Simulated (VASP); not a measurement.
Crystal: Er3Se.

```xyz
4
Lattice="3.6543 0.0000 0.0000 0.0000 3.6543 0.0000 0.0000 0.0000 9.5432" Properties=species:S:1:pos:R:3 pbc="T T T"
Er    1.8272    1.8272    7.3049
Er    0.0000    0.0000    4.7716
Er    1.8272    1.8272    2.2384
Se    0.0000    0.0000    0.0000
```

The cell was generated, and may not be a known phase.

```yaml
Program: VASP 6.6.1
Task: relaxation of cell and atoms
Functional: PBE
Potentials_or_basis: VASP PAW PBE potentials, release 64 (Er_3, Se), 4f in core
Cutoff: 500 eV
k_mesh: 6 × 6 × 2
Occupations: gaussian, width 0.1 eV
Spin: no spin polarisation
```

At the start: pressure -6.1 GPa; volume 31.86 Å³/atom.

Q: Where does the relaxation end?

A: Over 10 steps the energy falls by 221.0 meV/atom and the volume is 26.78 Å³/atom (-15.9 %); space group P4/mmm (No. 123, to 0.1 Å) before and after.

The path:
```tsv
step	energy change (eV)	largest force (eV/Å)	pressure (GPa)	volume (Å³)
1	0.0000	1.1359	-6.06	127.44
2	-0.6588	1.1046	1.00	106.35
3	-0.6647	1.0864	1.91	104.54
4	-0.8329	0.5583	0.91	105.50
5	-0.8599	0.1158	-0.10	106.42
6	-0.8704	0.1224	0.19	106.13
7	-0.8752	0.1077	0.00	106.70
8	-0.8812	0.0663	-0.48	108.01
9	-0.8839	0.0414	-0.11	107.39
10	-0.8841	0.0302	0.04	107.13
```

Final structure:
```
Er Se
1.0
     3.57658    0.00000    0.00000
     0.00000    3.57658    0.00000
     0.00000    0.00000    8.37506
Er Se
3 1
Direct
  0.50000 0.50000 0.78892
  0.00000 0.00000 0.50000
  0.50000 0.50000 0.21108
  0.00000 0.00000 0.00000
```

Caveat: the volume moved by over 15 % at a fixed basis, so the end points are rough; the run has no spin polarisation, though such a crystal can be magnetic.
